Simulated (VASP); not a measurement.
# KTi3 (Pm-3m) in VASP: notebook, part 2 of 2

VASP 6.6.1. Earlier steps stand in the parts before.

## Step 3: Single point, PBE, collinear spin, ferromagnetic start

This run uses another cell than the first one, of 21.25 Å³/atom, 0.722 times its volume.

Contents of INCAR:

```
ALGO = Normal
EDIFF = 1E-6
ENCUT = 520
GGA = PE
ISIF = 2
ISMEAR = 0
ISPIN = 2
LASPH = T
LCHARG = T
LELF = T
LMAXMIX = 4
LORBIT = 11
LREAL = F
LVHAR = T
LWAVE = F
MAGMOM = 0 1 1 1
NBANDS = 34
NELM = 150
PREC = Accurate
SIGMA = 0.1
```

Contents of KPOINTS:

```
k-points
0
Gamma
  4 4 4
```

Contents of POSCAR:

```
KTi3
1.0
    4.3968762727      0.0000000000      0.0000000000
    0.0000000000      4.3968762727      0.0000000000
    0.0000000000      0.0000000000      4.3968762727
K Ti
1 3
Direct
    0.5000000000      0.5000000000      0.5000000000
    0.5000000000      0.0000000000      0.0000000000
    0.0000000000      0.5000000000      0.0000000000
    0.0000000000      0.0000000000      0.5000000000
```

Potentials or basis: VASP PAW PBE potentials, release 64 (K_sv, Ti_sv).

On the command line:

```sh
$ cat potpaw_PBE.64/K_sv/POTCAR potpaw_PBE.64/Ti_sv/POTCAR > POTCAR
$ mpirun -np 1 vasp_std > vasp.out
```

OUTCAR:

```text
EDIFF = 1E-6
   ENCUT = 520
   GGA = PE
   ISIF = 2
   ISMEAR = 0
   ISPIN = 2
   LASPH = T
   LORBIT = 11
   LREAL = F
   NELM = 150
   PREC = Accurate

 ion  position               nearest neighbor table
   1  0.500  0.500  0.500-   2 3.11   3 3.11   4 3.11   2 3.11   3 3.11   2 3.11   4 3.11   2 3.11
                             3 3.11   4 3.11   3 3.11   4 3.11
   2  0.500  0.000  0.000-   1 3.11   1 3.11   1 3.11   1 3.11
   3  0.000  0.500  0.000-   1 3.11   1 3.11   1 3.11   1 3.11
   4  0.000  0.000  0.500-   1 3.11   1 3.11   1 3.11   1 3.11

  LATTYP: Found a simple cubic cell.
 ALAT       =     4.3968762727

  Lattice vectors:

 A1 = (   4.3968762727,   0.0000000000,   0.0000000000)
 A2 = (   0.0000000000,   4.3968762727,   0.0000000000)
 A3 = (   0.0000000000,   0.0000000000,   4.3968762727)

Analysis of symmetry for initial positions (statically):
=====================================================================
 Subroutine PRICEL returns:
 Original cell was already a primitive cell.

 Routine SETGRP: Setting up the symmetry group for a
 simple cubic supercell.

 Subroutine GETGRP returns: Found 48 space group operations
 (whereof 48 operations were pure point group operations)
 out of a pool of 48 trial point group operations.

The static configuration has the point symmetry O_h .

Analysis of symmetry for dynamics (positions and initial velocities):
=====================================================================
 Subroutine PRICEL returns:
 Original cell was already a primitive cell.

 Routine SETGRP: Setting up the symmetry group for a
 simple cubic supercell.

 Subroutine GETGRP returns: Found 48 space group operations
 (whereof 48 operations were pure point group operations)
 out of a pool of 48 trial point group operations.

[... 150 lines left out ...]
  free energy    TOTEN  =       -19.76128032 eV

  energy without entropy =      -19.74140282  energy(sigma->0) =      -19.75134157

 E-fermi :   5.5610     XC(G=0): -10.3580

 val. band max:        5.5568589876   @ k =   0.5000   0.2500   0.2500
 cond. band min:       5.6361016312   @ k =   0.5000   0.5000   0.0000
 fundamental gap:      0.0792426436
 Fermi energy:         5.5609788007

 spin component 1

 k-point     1 :       0.0000    0.0000    0.0000
  band No.  band energies     occupation
      1     -51.4199      1.00000
      2     -51.3672      1.00000
      3     -51.3672      1.00000
      4     -27.7622      1.00000
      5     -27.7622      1.00000
      6     -27.7622      1.00000
[... 359 lines left out ...]
     33       8.2760      0.00000
     34       8.2760      0.00000
 Fermi energy:         5.5609788007

 spin component 2

 k-point     1 :       0.0000    0.0000    0.0000
  band No.  band energies     occupation
      1     -51.4196      1.00000
      2     -51.3670      1.00000
      3     -51.3670      1.00000
      4     -27.7618      1.00000
      5     -27.7618      1.00000
      6     -27.7618      1.00000
[... 359 lines left out ...]
     33       8.2765      0.00000
     34       8.2765      0.00000

------------------------ aborting loop because EDIFF is reached ----------------------------------------

  FORCE on cell =-STRESS in cart. coord.  units (eV):
  Direction    XX          YY          ZZ          XY          YZ          ZX
  --------------------------------------------------------------------------------------
  -------------------------------------------------------------------------------------
  Total        0.1276105      0.1276105      0.1276105     -0.0000000      0.0000000      0.0000000
  in kB        2.4052730      2.4052730      2.4052730     -0.0000000      0.0000000      0.0000000
  external PRESSURE =       2.4052730 kB  Pullay stress =       0.0000000 kB

 VOLUME and BASIS-vectors are now :
 -----------------------------------------------------------------------------
  energy-cutoff  :      520.00
  volume of cell :       85.00
      direct lattice vectors                 reciprocal lattice vectors
     4.396876273  0.000000000  0.000000000     0.227434191  0.000000000  0.000000000
     0.000000000  4.396876273  0.000000000     0.000000000  0.227434191  0.000000000
     0.000000000  0.000000000  4.396876273     0.000000000  0.000000000  0.227434191

 POSITION                                       TOTAL-FORCE (eV/Angst)
 -----------------------------------------------------------------------------------
      2.19844      2.19844      2.19844         0.000000      0.000000      0.000000
      2.19844      0.00000      0.00000         0.000000      0.000000      0.000000
      0.00000      2.19844      0.00000         0.000000      0.000000      0.000000
      0.00000      0.00000      2.19844         0.000000      0.000000      0.000000
 -----------------------------------------------------------------------------------
    total drift:                                0.000000      0.000000     -0.000000

  FREE ENERGIE OF THE ION-ELECTRON SYSTEM (eV)
  ---------------------------------------------------
  free  energy   TOTEN  =       -19.7612803218 eV

  energy  without entropy=      -19.7414028170  energy(sigma->0) =      -19.75134157

 total charge

# of ion       s       p       d       tot
------------------------------------------
    1        2.030   5.539   0.144   7.713
    2        2.233   6.045   1.861  10.139
    3        2.233   6.045   1.861  10.139
    4        2.233   6.045   1.861  10.139
--------------------------------------------------
tot          8.729  23.673   5.726  38.129

 magnetization (x)

# of ion       s       p       d       tot
------------------------------------------
    1       -0.000   0.000   0.000   0.000
    2       -0.000   0.000   0.000   0.000
    3       -0.000   0.000   0.000   0.000
    4       -0.000   0.000   0.000   0.000
--------------------------------------------------
tot         -0.000   0.000   0.001   0.001
```

OSZICAR:

```text
N       E                     dE             d eps       ncg     rms          rms(c)
DAV:   1     0.581311138013E+03    0.58131E+03   -0.22157E+04  1384   0.152E+03
DAV:   2     0.469765830081E+02   -0.53433E+03   -0.51877E+03  1376   0.484E+02
DAV:   3    -0.151386834254E+02   -0.62115E+02   -0.59410E+02  2266   0.142E+02
DAV:   4    -0.222317116745E+02   -0.70930E+01   -0.70243E+01  2216   0.424E+01
DAV:   5    -0.226216541398E+02   -0.38994E+00   -0.38947E+00  1920   0.788E+00    0.205E+01
DAV:   6    -0.196233672444E+02    0.29983E+01   -0.20093E+01  1684   0.296E+01    0.484E+00
DAV:   7    -0.197240871928E+02   -0.10072E+00   -0.11188E+00  1798   0.613E+00    0.426E+00
DAV:   8    -0.197444151664E+02   -0.20328E-01   -0.13936E-01  1924   0.219E+00    0.246E+00
DAV:   9    -0.197603920698E+02   -0.15977E-01   -0.52043E-02  1614   0.141E+00    0.603E-01
DAV:  10    -0.197603937902E+02   -0.17204E-05   -0.13608E-02  1858   0.552E-01    0.311E-01
DAV:  11    -0.197609997230E+02   -0.60593E-03   -0.93952E-04  1904   0.203E-01    0.176E-01
DAV:  12    -0.197612418686E+02   -0.24215E-03   -0.30432E-04  1574   0.109E-01    0.974E-02
DAV:  13    -0.197612778186E+02   -0.35950E-04   -0.11230E-04  1938   0.644E-02    0.219E-02
DAV:  14    -0.197612795825E+02   -0.17639E-05   -0.12952E-05  1678   0.184E-02    0.860E-03
DAV:  15    -0.197612803218E+02   -0.73924E-06   -0.13989E-06   988   0.733E-03
   1 F= -.19761280E+02 E0= -.19751342E+02  d E =-.198775E-01  mag=     0.0011
```

Wall time 72 s (1 thread of Intel Xeon Platinum 8259CL at 2.50GHz (Skylake/Cascade Lake), shared host); peak memory 0.25 GiB.

Results:

| Quantity | Value |
| --- | --- |
| Free energy | -19.7613 eV |
| Pressure | 0.2 GPa |
| Net moment | 0.00 μB per cell |
| Valence electrons inside the program's atomic spheres | K 7.71; Ti 10.14 |

Levels at points of the mesh, in eV from the Fermi level:
Spin up:
| k point | band 21 | band 22 | band 23 | band 24 | band 25 | band 26 |
| --- | --- | --- | --- | --- | --- | --- |
| (0.00, 0.00, 0.00) | -0.94 | -0.94 | -0.94 | 1.22 | 1.22 | 1.22 |
| (0.50, 0.00, 0.00) | -0.43 | 0.10 | 0.10 | 0.18 | 0.18 | 0.55 |
| (0.50, 0.50, 0.00) | -0.32 | 0.08 | 0.08 | 0.33 | 0.33 | 0.42 |
| (0.50, 0.50, 0.50) | 0.26 | 0.50 | 0.50 | 0.50 | 1.26 | 1.26 |
Spin down:
```
           k point  band 20  band 21  band 22  band 23  band 24  band 25  band 26  band 27
(0.00, 0.00, 0.00)    -1.53    -0.94    -0.94    -0.94     1.22     1.22     1.22     2.29
(0.50, 0.00, 0.00)    -0.62    -0.43     0.10     0.10     0.18     0.18     0.55     1.01
(0.50, 0.50, 0.00)    -0.60    -0.32     0.08     0.08     0.34     0.34     0.42     0.88
(0.50, 0.50, 0.50)    -1.04     0.26     0.50     0.50     0.50     1.26     1.26     1.26
```
